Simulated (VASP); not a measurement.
# CoSi2 (I4mm) in VASP: further runs

CoSi2 is run at these levels: PBEsol; tasks: single point.

All numbers are computed with VASP 6.6.1; they aren't measurements. Logs are shortened: lines on timing, memory, paths and dates and some standing lists are left out, and cuts for length are marked.

### Step 1. The cell of the first run

It takes space group I4mm (No. 107, tetragonal). Conventional cell: a = 3.851 Å, b = 3.851 Å, c = 5.446 Å, α = 90.00°, β = 90.00°, γ = 90.00°. Within 3.1 Å of Co (site symmetry 4mm) lie 8 Si at 2.33 to 2.38 Å. Si (site symmetry 2mm) has 4 Co at 2.33 to 2.38 Å and 6 Si at 2.72 Å within 3.1 Å.

### Step 2. Single point, PBEsol (atoms displaced along a vibrational mode, the cell strained)

File INCAR:

```
ALGO = Normal ; EDIFF = 1E-6
ENCUT = 520 ; GGA = PS
ISIF = 2 ; ISMEAR = 0
LASPH = True ; LCHARG = False
LREAL = False ; LWAVE = False
NBANDS = 16 ; NELM = 100
PREC = Accurate ; SIGMA = 0.15
```

File KPOINTS:

```
k-points
0
Gamma
  14 14 14
```

File POSCAR:

```
CoSi2
1.0
    0.0000000000      2.7227620041      2.7227620041
    2.7227620041      0.0000000000      2.7227620041
    2.7227620041      2.7227620041      0.0000000000
Co Si
1 2
Direct
    0.0040186173     -0.0040186173     -0.0040186173
    0.2457836932      0.2542163068      0.2542163068
    0.7457836932      0.7542163068      0.7542163068
```

Potentials or basis: VASP PAW PBE potentials, release 64 (Co, Si).

The run is started by

```console
> cat potpaw_PBE.64/Co/POTCAR potpaw_PBE.64/Si/POTCAR > POTCAR
> mpirun -np 1 vasp_std > vasp.out
```

OUTCAR:

```text
EDIFF = 1E-6
   ENCUT = 520
   GGA = PS
   ISIF = 2
   ISMEAR = 0
   LASPH = True
   LREAL = False
   NELM = 100
   PREC = Accurate

 ion  position               nearest neighbor table
   1  0.004  0.996  0.996-   3 2.33   3 2.33   2 2.33   2 2.33   3 2.38   3 2.38   2 2.38   2 2.38

   2  0.246  0.254  0.254-   1 2.33   1 2.33   1 2.38   1 2.38   3 2.72   3 2.72   3 2.72   3 2.72
                             3 2.72   3 2.72
   3  0.746  0.754  0.754-   1 2.33   1 2.33   1 2.38   1 2.38   2 2.72   2 2.72   2 2.72   2 2.72
                             2 2.72   2 2.72

  LATTYP: Found a face centered cubic cell.
 ALAT       =     5.4455240082

  Lattice vectors:

 A1 = (   0.0000000000,   2.7227620041,   2.7227620041)
 A2 = (   2.7227620041,   0.0000000000,   2.7227620041)
 A3 = (   2.7227620041,   2.7227620041,   0.0000000000)

Analysis of symmetry for initial positions (statically):
=====================================================================
 Subroutine PRICEL returns:
 Original cell was already a primitive cell.

 Routine SETGRP: Setting up the symmetry group for a
 face centered cubic supercell.

 Subroutine GETGRP returns: Found  8 space group operations
 (whereof  8 operations were pure point group operations)
 out of a pool of 48 trial point group operations.

The static configuration has the point symmetry C_4v.

Analysis of symmetry for dynamics (positions and initial velocities):
=====================================================================
 Subroutine PRICEL returns:
 Original cell was already a primitive cell.

 Routine SETGRP: Setting up the symmetry group for a
 face centered cubic supercell.

 Subroutine GETGRP returns: Found  8 space group operations
 (whereof  8 operations were pure point group operations)
 out of a pool of 48 trial point group operations.

The dynamic configuration has the point symmetry C_4v.

 Subroutine INISYM returns: Found  8 space group operations
 (whereof  8 operations are pure point group operations),
 and found     1 'primitive' translations

----------------------------------------------------------------------------------------

                                     Primitive cell

  volume of cell :      40.3700

  direct lattice vectors                    reciprocal lattice vectors
     0.000000000  2.722762004  2.722762004    -0.183637057  0.183637057  0.183637057
     2.722762004  0.000000000  2.722762004     0.183637057 -0.183637057  0.183637057
     2.722762004  2.722762004  0.000000000     0.183637057  0.183637057 -0.183637057

  length of vectors
     3.850566953  3.850566953  3.850566953     0.318068712  0.318068712  0.318068712

  position of ions in fractional coordinates (direct lattice)
     0.004018617  0.995981383  0.995981383
     0.245783693  0.254216307  0.254216307
     0.745783693  0.754216307  0.754216307

  ion indices of the primitive-cell ions
   primitive index   ion index
                 1           1
                 2           2
                 3           3

----------------------------------------------------------------------------------------

 KPOINTS: k-points

Automatic generation of k-mesh.
 Grid dimensions read from file:
 generate k-points for:   14   14   14

 Generating k-lattice:

  Cartesian coordinates                     Fractional coordinates (reciprocal lattice)
    -0.013116933  0.013116933  0.013116933     0.071428571  0.000000000  0.000000000
     0.013116933 -0.013116933  0.013116933     0.000000000  0.071428571  0.000000000
     0.013116933  0.013116933 -0.013116933     0.000000000  0.000000000  0.071428571

  Length of vectors
     0.022719194  0.022719194  0.022719194

  Shift w.r.t. Gamma in fractional coordinates (k-lattice)
     0.000000000  0.000000000  0.000000000

 Subroutine IBZKPT returns following result:
 ===========================================

 Found    244 irreducible k-points:

 Following reciprocal coordinates:
            Coordinates               Weight
  0.000000  0.000000  0.000000      1.000000
  0.071429  0.000000  0.000000      8.000000
  0.142857  0.000000  0.000000      8.000000
  0.214286  0.000000  0.000000      8.000000
  0.285714  0.000000  0.000000      8.000000
  0.357143  0.000000  0.000000      8.000000
[... 16 lines left out ...]
 -0.428571  0.071429  0.000000     16.000000
  0.000000 -0.428571  0.071429      8.000000
 [... further k-points ...]
   k-points           NKPTS =    244   k-points in BZ     NKDIM =    244   number of bands    NBANDS=     16
   number of dos      NEDOS =    301   number of ions     NIONS =      3
   total plane-waves  NPLWV =  27000
   dimension x,y,z NGX =    30 NGY =   30 NGZ =   30
   dimension x,y,z NGXF=    60 NGYF=   60 NGZF=   60
   ions per type =               1   2
   NGX,Y,Z   is equivalent  to a cutoff of  12.95, 12.95, 12.95 a.u.
   NGXF,Y,Z  is equivalent  to a cutoff of  25.90, 25.90, 25.90 a.u.
 SYSTEM =  unknown system
   PREC   = accura    normal or accurate (medium, high low for compatibility)
   ISTART =      0    job   : 0-new  1-cont  2-samecut
   ICHARG =      2    charge: 1-file 2-atom 10-const
   ISPIN  =      1    spin polarized calculation?
   LNONCOLLINEAR =      F non collinear calculations
   LSORBIT =      F    spin-orbit coupling
   LASPH  =      T    aspherical Exc in radial PAW
   ENCUT  =  520.0 eV  38.22 Ry    6.18 a.u.   7.16  7.16  7.16*2*pi/ulx,y,z
   NELM   =    100;   NELMIN=  2; NELMDL= -5     # of ELM steps
   EDIFF  = 0.1E-05   stopping-criterion for ELM
   LREAL  =      F    real-space projection
   EDIFFG = 0.1E-04   stopping-criterion for IOM
   NSW    =      0    number of steps for IOM
   IBRION =     -1    ionic relax: 0-MD 1-quasi-New 2-CG
   NFREE  =      0    steps in history (QN), initial steepest desc. (CG)
   ISIF   =      2    stress and relaxation
   ISYM   =      2    0-nonsym 1-usesym 2-fastsym
   POTIM  = 0.5000    time-step for ionic-motion
   TEBEG  =    0.0;   TEEND  =   0.0 temperature during run
   PSTRESS=    0.0 pullay stress
   NELECT =      17.0000    total number of electrons
   NUPDOWN=      -1.0000    fix difference up-down
   EMIN   =  10.00;   EMAX   =-10.00  energy-range for DOS
   EFERMI =   0.00;   METHOD = LEGACY
   ISMEAR =     0;   SIGMA  =   0.15  broadening in eV -4-tet -1-fermi 0-gaus
   EFERMI_NEDOS =   21; number of points for ismear=-14 and -15
   IALGO  =     38    algorithm
   IMIX   =      4    mixing-type and parameters
     AMIX     =   0.40;   BMIX     =  1.00
     AMIX_MAG =   1.60;   BMIX_MAG =  1.00
  volume/ion in A,a.u.               =      13.46        90.81
  Fermi-wavevector in a.u.,A,eV,Ry     =   1.227076  2.318837 20.486503  1.505715
  Thomas-Fermi vector in A             =   2.362053
   LORBIT       =      0    0 simple, 1 ext, 2 COOP (PROOUT), +10 PAW based schemes
   GGA     = PS    functional components
   LHFCALC =     F    Hartree Fock is set to
   AEXX    =    0.0000 exact exchange contribution
   IVDW    =     0    specifies the selected vdW correction
   LEPSILON=     F    determine dielectric tensor
   LRPA    =     F    only Hartree local field effects (RPA)
 non-spin polarized calculation
 Gauss-broadening in eV      SIGMA  =   0.15
  energy-cutoff  :      520.00
  volume of cell :       40.37
 maximum number of plane-waves:      1106
 NGX is ok and might be reduce to    30
   NGX = 15   NGY = 15   NGZ = 15

 number of electron      17.0000001 magnetization

 Free energy of the ion-electron system (eV)
  ---------------------------------------------------
  ext. energy  EPLUGINS =         0.00000000
  ---------------------------------------------------
  free energy    TOTEN  =       -20.86240001 eV

  energy without entropy =      -20.85028540  energy(sigma->0) =      -20.85634271

 E-fermi :   9.3451     XC(G=0): -11.6296

 val. band max:        9.2785728592   @ k =   0.4286   0.0714   0.0000
 cond. band min:       9.3503449093   @ k =   0.4286   0.2143   0.0714
 fundamental gap:      0.0717720501
 Fermi energy:         9.3450716004

 k-point     1 :       0.0000    0.0000    0.0000
  band No.  band energies     occupation
      1      -3.3983      2.00000
      2       5.4731      2.00000
      3       5.4781      2.00000
      4       5.4781      2.00000
      5       7.5910      2.00000
      6       7.5927      2.00000
[... 8 lines left out ...]
     15      14.7983      0.00000
     16      14.8001      0.00000

 k-point     2 :       0.0714    0.0000    0.0000
  band No.  band energies     occupation
      1      -3.3236      2.00000
      2       5.2685      2.00000
      3       5.5022      2.00000
      4       5.5046      2.00000
      5       7.5683      2.00000
      6       7.5701      2.00000
[... 8 lines left out ...]
     15      14.5819      0.00000
     16      14.6722      0.00000

 k-point     3 :       0.1429    0.0000    0.0000
  band No.  band energies     occupation
      1      -3.1006      2.00000
      2       4.7172      2.00000
      3       5.5775      2.00000
      4       5.5798      2.00000
      5       7.5132      2.00000
      6       7.5153      2.00000
[... 8 lines left out ...]
     15      14.6056      0.00000
     16      15.0759      0.00000

 k-point     4 :       0.2143    0.0000    0.0000
  band No.  band energies     occupation
      1      -2.7322      2.00000
      2       3.9388      2.00000
      3       5.6869      2.00000
      4       5.6889      2.00000
      5       7.4608      2.00000
      6       7.4633      2.00000
[... 8 lines left out ...]
     15      15.3785      0.00000
     16      16.0606      0.00000

 k-point     5 :       0.2857    0.0000    0.0000
  band No.  band energies     occupation
      1      -2.2242      2.00000
      2       3.0212      2.00000
      3       5.8044      2.00000
      4       5.8059      2.00000
      5       7.4586      2.00000
      6       7.4616      2.00000
[... 8 lines left out ...]
     15      16.3991      0.00000
     16      17.0188      0.00000

 k-point     6 :       0.3571    0.0000    0.0000
  band No.  band energies     occupation
      1      -1.5862      2.00000
      2       2.0377      2.00000
      3       5.8988      2.00000
      4       5.8997      2.00000
      5       7.5471      2.00000
      6       7.5504      2.00000
[... 8 lines left out ...]
     15      17.5435      0.00000
     16      18.0503      0.00000
[... 267 lines left out ...]
 k-point    21 :       0.5000    0.0714    0.0000
  band No.  band energies     occupation
      1      -0.2685      2.00000
      2       0.5298      2.00000
      3       5.8546      2.00000
      4       5.9632      2.00000
      5       7.0900      2.00000
      6       7.7102      2.00000
[... 8 lines left out ...]
     15      19.5222      0.00000
     16      19.9352      0.00000

 k-point    22 :       0.0000    0.5000    0.0714
  band No.  band energies     occupation
      1      -0.2686      2.00000
      2       0.5297      2.00000
      3       5.8547      2.00000
      4       5.9630      2.00000
      5       7.0886      2.00000
      6       7.7209      2.00000
[... 8 lines left out ...]
     15      19.5221      0.00000
     16      19.9331      0.00000

 k-point    23 :      -0.4286    0.0714    0.0000
  band No.  band energies     occupation
      1      -0.5152      2.00000
      2       0.8020      2.00000
      3       5.7807      2.00000
      4       6.0207      2.00000
      5       7.1562      2.00000
      6       7.6053      2.00000
[... 8 lines left out ...]
     15      18.7738      0.00000
     16      19.6689      0.00000

 k-point    24 :       0.0000   -0.4286    0.0714
  band No.  band energies     occupation
      1      -0.5153      2.00000
      2       0.8020      2.00000
      3       5.7809      2.00000
      4       6.0206      2.00000
      5       7.1558      2.00000
      6       7.6036      2.00000
[... 8 lines left out ...]
     15      18.7714      0.00000
     16      19.6713      0.00000

 [... further k-points ...]

------------------------ aborting loop because EDIFF is reached ----------------------------------------

  FORCE on cell =-STRESS in cart. coord.  units (eV):
  Direction    XX          YY          ZZ          XY          YZ          ZX
  --------------------------------------------------------------------------------------
  -------------------------------------------------------------------------------------
  Total       -3.0387068     -3.0255934     -3.0255934      0.0000000      0.0000000      0.0000000
  in kB     -120.5980649   -120.0776302   -120.0776302      0.0000000      0.0000000      0.0000000
  external PRESSURE =    -120.2511084 kB  Pullay stress =       0.0000000 kB

 VOLUME and BASIS-vectors are now :
 -----------------------------------------------------------------------------
  energy-cutoff  :      520.00
  volume of cell :       40.37
      direct lattice vectors                 reciprocal lattice vectors
     0.000000000  2.722762004  2.722762004    -0.183637057  0.183637057  0.183637057
     2.722762004  0.000000000  2.722762004     0.183637057 -0.183637057  0.183637057
     2.722762004  2.722762004  0.000000000     0.183637057  0.183637057 -0.183637057

 POSITION                                       TOTAL-FORCE (eV/Angst)
 -----------------------------------------------------------------------------------
      5.42364      2.72276      2.72276         0.415462      0.000000      0.000000
      1.38434      1.36138      1.36138        -0.207731      0.000000      0.000000
      4.10710      4.08414      4.08414        -0.207731      0.000000      0.000000
 -----------------------------------------------------------------------------------
    total drift:                               -0.000154      0.000001      0.000001

  FREE ENERGIE OF THE ION-ELECTRON SYSTEM (eV)
  ---------------------------------------------------
  free  energy   TOTEN  =       -20.8624000115 eV

  energy  without entropy=      -20.8502853992  energy(sigma->0) =      -20.85634271
```

Run time: 3.8 min. Hardware: 1 thread of Intel Xeon 8259CL, shared host; peak memory 0.29 GiB.

What came out:

```
Free energy            : -20.8624 eV
Pressure               : -12.0 GPa
Largest force          : 0.415 eV/Å
Band gap on the k mesh : zero (an odd number of electrons rules out a gap without spin polarisation)
```

Forces on the atoms (eV/Å):
```
Co   0.415  0.000  0.000
Si  -0.208  0.000  0.000
Si  -0.208  0.000  0.000
```

Levels at points of the mesh, in eV from the Fermi level:
| k point | band 5 | band 6 | band 7 | band 8 | band 9 | band 10 | band 11 | band 12 | band 13 | band 14 |
| --- | --- | --- | --- | --- | --- | --- | --- | --- | --- | --- |
| (0.00, 0.00, 0.00) | -1.75 | -1.75 | 0.31 | 3.18 | 3.18 | 3.24 | 3.41 | 3.45 | 3.45 | 5.45 |
| (0.50, 0.00, 0.00) | -2.09 | -1.52 | -1.51 | -0.44 | -0.43 | 2.47 | 3.27 | 3.29 | 3.93 | 10.12 |
| (0.50, 0.50, 0.00) | -3.51 | -1.85 | -1.84 | -1.79 | -1.23 | 1.38 | 2.85 | 8.52 | 9.10 | 9.10 |
| (0.00, 0.50, 0.50) | -3.51 | -1.84 | -1.84 | -1.79 | -1.23 | 1.38 | 2.85 | 8.53 | 9.09 | 9.09 |

Caveat: the cell differs from its parent crystal (atoms displaced along a vibrational mode, the cell strained); the cell stands under tension; the PAW data sets were made with another functional, which shifts forces and pressure a little; the run has no spin polarisation, though such a crystal can be magnetic. Spin polarisation is off, so any magnetic state and its effect on volume and gap are missing.

### Step 3. Single point, PBEsol (atoms displaced along a vibrational mode, the cell strained)

File INCAR:

```
SYSTEM = CoSi2
  PREC = Accurate
  ENCUT = 520
  EDIFF = 1E-6
  ISMEAR = 0
  SIGMA = 0.15
  LREAL = .False.
  LASPH = .True.
  NELM = 80
  ALGO = Normal
  ISIF = 2
  LWAVE = .False.
  LCHARG = .False.
  GGA = PS
  NBANDS = 16
```

File KPOINTS:

```
Automatic mesh
0
Gamma
  14 14 14
  0 0 0
```

File POSCAR:

```
CoSi2
1.0
    0.0000000000      2.5899443453      2.5899443453
    2.5899443453      0.0000000000      2.5899443453
    2.5899443453      2.5899443453      0.0000000000
Co Si
1 2
Direct
    0.0040186173     -0.0040186173     -0.0040186173
    0.2457836932      0.2542163068      0.2542163068
    0.7457836932      0.7542163068      0.7542163068
```

Potentials or basis: VASP PAW PBE potentials, release 64 (Co, Si).

The run is started by

```console
> cat potpaw_PBE.64/Co/POTCAR potpaw_PBE.64/Si/POTCAR > POTCAR
> mpirun -np 1 vasp_std > vasp.out
```

Wall time 2.7 min (1 thread of Intel Xeon 8259CL, shared host); peak memory 0.26 GiB.

Results (log left out):

* Free energy: -20.8304 eV
* Pressure: 17.8 GPa
* Largest force: 0.716 eV/Å
* Band gap on the k mesh: zero (an odd number of electrons rules out a gap without spin polarisation)

Forces in eV/Å, atoms in the order of the input:
```
Co   0.716  0.000  0.000
Si  -0.358  0.000  0.000
Si  -0.358  0.000  0.000
```

Stress tensor (GPa, compression positive):
```
17.71  0.00  0.00
 0.00 17.87  0.00
 0.00  0.00 17.87
```

Levels at points of the mesh, in eV from the Fermi level:
| k point | band 7 | band 8 | band 9 | band 10 | band 11 | band 12 |
| --- | --- | --- | --- | --- | --- | --- |
| (0.00, 0.00, 0.00) | 1.81 | 3.40 | 3.40 | 3.44 | 3.85 | 3.87 |
| (0.50, 0.00, 0.00) | -1.94 | -0.51 | -0.51 | 2.94 | 3.73 | 3.76 |
| (0.50, 0.50, 0.00) | -2.27 | -2.24 | -1.58 | 2.01 | 2.92 | 8.68 |
| (0.00, 0.50, 0.50) | -2.27 | -2.24 | -1.59 | 2.01 | 2.92 | 8.69 |

Caveat: the cell differs from its parent crystal (atoms displaced along a vibrational mode, the cell strained); the cell stands under pressure; the PAW data sets were made with another functional, which shifts forces and pressure a little; the run has no spin polarisation, though such a crystal can be magnetic. Spin polarisation is off, so any magnetic state and its effect on volume and gap are missing.

The gap in the log of VASP goes by the Fermi energy; the results here count the filled bands.